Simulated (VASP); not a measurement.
# Cu (P6/mmm) in VASP: notebook

Runs on Cu. Level: PBE. Tasks: relaxation of cell and atoms, single point.

Everything below comes from runs of VASP 6.6.1. Logs are shortened: lines on timing, memory, paths and dates and some standing lists are left out, and cuts for length are marked.

### 1 The cell of the first run

Symmetry: P6/mmm, No. 191, hexagonal system. The conventional cell has a = 3.976 Å, b = 3.976 Å, c = 2.386 Å, α = 90.00°, β = 90.00°, γ = 120.00°. Cu (site symmetry 6/mmm) has 14 Cu at 2.39 to 2.59 Å within 3.2 Å. Within 3.0 Å of Cu (site symmetry -6m2) lie 11 Cu at 2.30 to 2.59 Å.

### 2 Relaxation of cell and atoms, PBE, target pressure 20 GPa, at which the enthalpy is minimised

INCAR

```
PREC     = Accurate       # precision mode
ENCUT    = 600            # plane-wave cutoff, eV
EDIFF    = 1E-6           # SCF threshold, eV
ISMEAR   = -1             # smearing method
SIGMA    = 0.1            # smearing width, eV
LREAL    = False          # projectors in reciprocal space
LASPH    = True           # aspherical terms in the spheres
NELM     = 60             # most SCF steps
ALGO     = Normal         # electronic algorithm
ISIF     = 3              # what is computed and relaxed
LWAVE    = False          # write WAVECAR
LCHARG   = False          # write CHGCAR
GGA      = PE             # functional
IBRION   = 2              # ionic algorithm
NSW      = 32             # ionic steps
EDIFFG   = -0.005         # ionic threshold
PSTRESS  = 200.0
```

KPOINTS

```
Automatic mesh
0
Gamma
  9 9 13
```

POSCAR

```
Cu
1.0
    3.9758664509      0.0000000000      0.0000000000
   -1.9879332254      3.4432013485      0.0000000000
    0.0000000000      0.0000000000      2.3856908475
Cu
3
Direct
    0.0000000000      0.0000000000      0.0000000000
    0.3333333333      0.6666666667      0.5000000000
    0.6666666667      0.3333333333      0.5000000000
```

Potentials or basis: VASP PAW PBE potentials, release 64 (Cu).

Run with:

```sh
> cat potpaw_PBE.64/Cu/POTCAR > POTCAR
> mpirun -np 1 vasp_std > vasp.out
```

OUTCAR:

```text
PREC = Accurate
   ENCUT = 600
   EDIFF = 1E-6
   ISMEAR = -1
   LREAL = False
   LASPH = True
   NELM = 60
   ISIF = 3
   GGA = PE
   IBRION = 2
   NSW = 32
   EDIFFG = -0.005
   PSTRESS = 200.0

 ion  position               nearest neighbor table
   1  0.000  0.000  0.000-   2 2.59   3 2.59   2 2.59   3 2.59   2 2.59   2 2.59   3 2.59   3 2.59
                             3 2.59   3 2.59   2 2.59   2 2.59
   2  0.333  0.667  0.500-   3 2.30   3 2.30   3 2.30   1 2.59   1 2.59   1 2.59   1 2.59   1 2.59
                             1 2.59
   3  0.667  0.333  0.500-   2 2.30   2 2.30   2 2.30   1 2.59   1 2.59   1 2.59   1 2.59   1 2.59
                             1 2.59

  LATTYP: Found a hexagonal cell.
 ALAT       =     3.9758664509
 C/A-ratio  =     0.6000430037

  Lattice vectors:

 A1 = (   3.9758664509,   0.0000000000,   0.0000000000)
 A2 = (  -1.9879332254,   3.4432013485,   0.0000000000)
 A3 = (   0.0000000000,   0.0000000000,   2.3856908475)

Analysis of symmetry for initial positions (statically):
=====================================================================
 Subroutine PRICEL returns:
 Original cell was already a primitive cell.

 Routine SETGRP: Setting up the symmetry group for a
 hexagonal supercell.

 Subroutine GETGRP returns: Found 24 space group operations
 (whereof 24 operations were pure point group operations)
 out of a pool of 24 trial point group operations.

The static configuration has the point symmetry D_6h.

Analysis of symmetry for dynamics (positions and initial velocities):
=====================================================================
 Subroutine PRICEL returns:
 Original cell was already a primitive cell.

 Routine SETGRP: Setting up the symmetry group for a
 hexagonal supercell.

 Subroutine GETGRP returns: Found 24 space group operations
 (whereof 24 operations were pure point group operations)
 out of a pool of 24 trial point group operations.

The dynamic configuration has the point symmetry D_6h.

 Subroutine INISYM returns: Found 24 space group operations
 (whereof 24 operations are pure point group operations),
 and found     1 'primitive' translations

----------------------------------------------------------------------------------------

                                     Primitive cell

  volume of cell :      32.6594

  direct lattice vectors                    reciprocal lattice vectors
     3.975866451  0.000000000  0.000000000     0.251517502  0.145213698  0.000000000
    -1.987933225  3.443201349  0.000000000     0.000000000  0.290427396  0.000000000
     0.000000000  0.000000000  2.385690847     0.000000000  0.000000000  0.419165795

  length of vectors
     3.975866451  3.975866451  2.385690847     0.290427396  0.290427396  0.419165795

  position of ions in fractional coordinates (direct lattice)
     0.000000000  0.000000000  0.000000000
     0.333333333  0.666666667  0.500000000
     0.666666667  0.333333333  0.500000000

  ion indices of the primitive-cell ions
   primitive index   ion index
                 1           1
                 2           2
                 3           3

----------------------------------------------------------------------------------------

 KPOINTS: Automatic mesh

Automatic generation of k-mesh.
 Grid dimensions read from file:
 generate k-points for:    9    9   13

 Generating k-lattice:

  Cartesian coordinates                     Fractional coordinates (reciprocal lattice)
     0.027946389  0.016134855  0.000000000     0.111111111  0.000000000  0.000000000
     0.000000000  0.032269711  0.000000000     0.000000000  0.111111111  0.000000000
     0.000000000  0.000000000  0.032243523     0.000000000  0.000000000  0.076923077

  Length of vectors
     0.032269711  0.032269711  0.032243523

  Shift w.r.t. Gamma in fractional coordinates (k-lattice)
     0.000000000  0.000000000  0.000000000

 Subroutine IBZKPT returns following result:
 ===========================================

 Found     84 irreducible k-points:

 Following reciprocal coordinates:
            Coordinates               Weight
  0.000000  0.000000  0.000000      1.000000
  0.111111 -0.000000  0.000000      6.000000
  0.222222  0.000000  0.000000      6.000000
  0.333333  0.000000  0.000000      6.000000
  0.444444  0.000000  0.000000      6.000000
  0.111111  0.111111  0.000000      6.000000
[... 16 lines left out ...]
  0.333333  0.222222  0.076923     24.000000
  0.333333  0.333333  0.076923      4.000000
 [... further k-points ...]
   k-points           NKPTS =     84   k-points in BZ     NKDIM =     84   number of bands    NBANDS=     20
   number of dos      NEDOS =    301   number of ions     NIONS =      3
   total plane-waves  NPLWV =  20480
   dimension x,y,z NGX =    32 NGY =   32 NGZ =   20
   dimension x,y,z NGXF=    64 NGYF=   64 NGZF=   40
   ions per type =               3
   NGX,Y,Z   is equivalent  to a cutoff of  13.38, 13.38, 13.94 a.u.
   NGXF,Y,Z  is equivalent  to a cutoff of  26.76, 26.76, 27.87 a.u.
 SYSTEM =  unknown system
   PREC   = accura    normal or accurate (medium, high low for compatibility)
   ISTART =      0    job   : 0-new  1-cont  2-samecut
   ICHARG =      2    charge: 1-file 2-atom 10-const
   ISPIN  =      1    spin polarized calculation?
   LNONCOLLINEAR =      F non collinear calculations
   LSORBIT =      F    spin-orbit coupling
   LASPH  =      T    aspherical Exc in radial PAW
   ENCUT  =  600.0 eV  44.10 Ry    6.64 a.u.   7.94  7.94  4.76*2*pi/ulx,y,z
   NELM   =     60;   NELMIN=  2; NELMDL= -5     # of ELM steps
   EDIFF  = 0.1E-05   stopping-criterion for ELM
   LREAL  =      F    real-space projection
   EDIFFG = -.5E-02   stopping-criterion for IOM
   NSW    =     32    number of steps for IOM
   IBRION =      2    ionic relax: 0-MD 1-quasi-New 2-CG
   NFREE  =      1    steps in history (QN), initial steepest desc. (CG)
   ISIF   =      3    stress and relaxation
   ISYM   =      2    0-nonsym 1-usesym 2-fastsym
   POTIM  = 0.5000    time-step for ionic-motion
   TEBEG  =    0.0;   TEEND  =   0.0 temperature during run
   PSTRESS=  200.0 pullay stress
   NELECT =      33.0000    total number of electrons
   NUPDOWN=      -1.0000    fix difference up-down
   EMIN   =  10.00;   EMAX   =-10.00  energy-range for DOS
   EFERMI =   0.00;   METHOD = LEGACY
   ISMEAR =    -1;   SIGMA  =   0.10  broadening in eV -4-tet -1-fermi 0-gaus
   EFERMI_NEDOS =   21; number of points for ismear=-14 and -15
   IALGO  =     38    algorithm
   IMIX   =      4    mixing-type and parameters
     AMIX     =   0.40;   BMIX     =  1.00
     AMIX_MAG =   1.60;   BMIX_MAG =  1.00
  volume/ion in A,a.u.               =      10.89        73.47
  Fermi-wavevector in a.u.,A,eV,Ry     =   1.642770  3.104385 36.717938  2.698692
  Thomas-Fermi vector in A             =   2.733016
   LORBIT       =      0    0 simple, 1 ext, 2 COOP (PROOUT), +10 PAW based schemes
   GGA     = PE    functional components
   LHFCALC =     F    Hartree Fock is set to
   AEXX    =    0.0000 exact exchange contribution
   IVDW    =     0    specifies the selected vdW correction
   LEPSILON=     F    determine dielectric tensor
   LRPA    =     F    only Hartree local field effects (RPA)
 conjugate gradient relaxation of ions
 non-spin polarized calculation
  energy-cutoff  :      600.00
  volume of cell :       32.66
 maximum number of plane-waves:      1113
 NGX is ok and might be reduce to    32
   NGX = 15   NGY = 15   NGZ =  9

--------------------------------------- Ionic step        1  -------------------------------------------

 number of electron      32.9999988 magnetization

 Free energy of the ion-electron system (eV)
  ---------------------------------------------------
  ext. energy  EPLUGINS =         0.00000000
  ---------------------------------------------------
  free energy    TOTEN  =       -10.73959345 eV

  energy without entropy =      -10.71082426  energy(sigma->0) =      -10.72520886

------------------------ aborting loop because EDIFF is reached ----------------------------------------

  FORCE on cell =-STRESS in cart. coord.  units (eV):
  Direction    XX          YY          ZZ          XY          YZ          ZX
  --------------------------------------------------------------------------------------
  -------------------------------------------------------------------------------------
  Total        4.2189314      4.2189314      4.1883548      0.0000000     -0.0000000     -0.0000000
  in kB      206.9687017    206.9687017    205.4686992      0.0000000     -0.0000000     -0.0000000
  external PRESSURE =       6.4687008 kB  Pullay stress =     200.0000000 kB
[... 63 lines left out ...]
  enthalpy is  TOTEN    =        -6.6625696226 eV   P V=        4.1028676173

--------------------------------------- Ionic step        3  -------------------------------------------

 number of electron      32.9999988 magnetization

 Free energy of the ion-electron system (eV)
  ---------------------------------------------------
  ext. energy  EPLUGINS =         0.00000000
  ---------------------------------------------------
  free energy    TOTEN  =       -10.75039220 eV

  energy without entropy =      -10.72156638  energy(sigma->0) =      -10.73597929

 E-fermi :   8.6143     XC(G=0): -13.1829

 val. band max:        8.5779805373   @ k =   0.3333   0.1111   0.4615
 cond. band min:       8.6241355126   @ k =   0.2222   0.1111   0.0769
 fundamental gap:      0.0461549753
 Fermi energy:         8.6142761748

 k-point     1 :       0.0000    0.0000    0.0000
  band No.  band energies     occupation
      1      -1.3535      2.00000
      2       3.6040      2.00000
      3       4.6064      2.00000
      4       4.6064      2.00000
      5       4.6646      2.00000
      6       4.6646      2.00000
[... 12 lines left out ...]
     19      13.4081      0.00000
[... 513 lines left out ...]
      4       4.5987      2.00000
      5       4.5987      2.00000
      6       4.8067      2.00000
[... 12 lines left out ...]
     19      18.5633      0.00000
     20      18.6029      0.00000

 [... further k-points ...]
[... 5 lines left out ...]
  --------------------------------------------------------------------------------------
  -------------------------------------------------------------------------------------
  Total        4.0961551      4.0961551      4.0808100      0.0000000     -0.0000000      0.0000000
  in kB      200.4229775    200.4229775    199.6721450      0.0000000     -0.0000000      0.0000000
  external PRESSURE =       0.1727000 kB  Pullay stress =     200.0000000 kB
[... 18 lines left out ...]
  FREE ENERGIE OF THE ION-ELECTRON SYSTEM (eV)
  ---------------------------------------------------
  free  energy   TOTEN  =       -10.7503921984 eV

  energy  without entropy=      -10.7215663794  energy(sigma->0) =      -10.73597929

  enthalpy is  TOTEN    =        -6.6628816840 eV   P V=        4.0875105144

 reached required accuracy - stopping structural energy minimisation
```

It took 68 s on 1 thread of Intel Xeon Platinum 8488C (Sapphire Rapids), shared host; peak memory 0.19 GiB.

Results:

- Free energy: -10.7504 eV
- Relaxed volume: 10.91 Å³/atom
- Relaxed cell: a = 3.980 Å, b = 3.980 Å, c = 2.387 Å, α = 90.00°, β = 90.00°, γ = 120.00°
- Space group after relaxing (to 0.05 Å): P6/mmm (No. 191)
- Energy change on relaxing (the enthalpy is what falls): -3.6 meV/atom
- Ionic steps: 3
- Pressure after relaxing: 20.0 GPa

Stress tensor (GPa, compression positive):
```
20.04  0.00  0.00
 0.00 20.04  0.00
 0.00  0.00 19.97
```

The path:
```
step  energy change (eV)  largest force (eV/Å)  pressure (GPa)  volume (Å³)
   1              0.0000                0.0000           20.65        32.66
   2             -0.0258                0.0000           19.21        32.87
   3             -0.0108                0.0000           20.02        32.74
```

Final structure:
```xyz
3
Lattice="3.9796 0.0000 0.0000 -1.9898 3.4464 0.0000 0.0000 0.0000 2.3874" Properties=species:S:1:pos:R:3 pbc="T T T"
Cu    0.0000    0.0000    2.3874
Cu    0.0000    2.2976    1.1937
Cu    1.9898    1.1488    1.1937
```

Caveat: the cell is relaxed towards a set pressure, so the enthalpy falls and the energy may rise.

[end of part 1 of 2]
